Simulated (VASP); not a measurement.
Runs of VASP 6.6.1 on Se. The structure is that of space group Im-3m (No. 229), or close to it. The cells are those of the table. 

```tsv
task	level	potentials or basis	spin	cell	k mesh	smearing	k mesh for the DOS	occupations for the DOS	gap on the mesh (eV)	pressure (GPa)
single point	PBE	VASP PAW PBE potentials, release 64 (Se)	off	a = 2.950 Å, angles 109.5°, 1 atom	10 × 10 × 10	methfessel-paxton 0.272114 eV	-	-	none	2.2
single point	PBE	VASP PAW PBE potentials, release 64 (Se)	off	a = 2.950 Å, angles 109.5°, 1 atom	6 × 6 × 6, shifted	gaussian 0.1 eV	-	-	none	(a)
single point	RPBE	VASP PAW PBE potentials, release 64 (Se)	collinear, ferromagnetic start	a = 2.847 Å, angles 109.5°, 1 atom	4 × 4 × 4	methfessel-paxton 0.05 eV	-	-	none	14.8
single point	r2SCAN	VASP PAW PBE potentials, release 64 (Se)	off	a = 2.950 Å, angles 109.5°, 1 atom	10 × 10 × 10	gaussian 0.1 eV	-	-	none	1.6
```

Alike in all rows: cutoff (eV) 520.

**Question.** Fill in the values left out.

**Answer.** (a) 3.0.

Caveats: some runs use coarse meshes; the PAW data sets were made with another functional, which shifts forces and pressure a little (some runs).

A k mesh can miss the band edges, and the runs leave out spin-orbit coupling on Se.

A gap of «none» marks levels without a gap at the run's occupations.
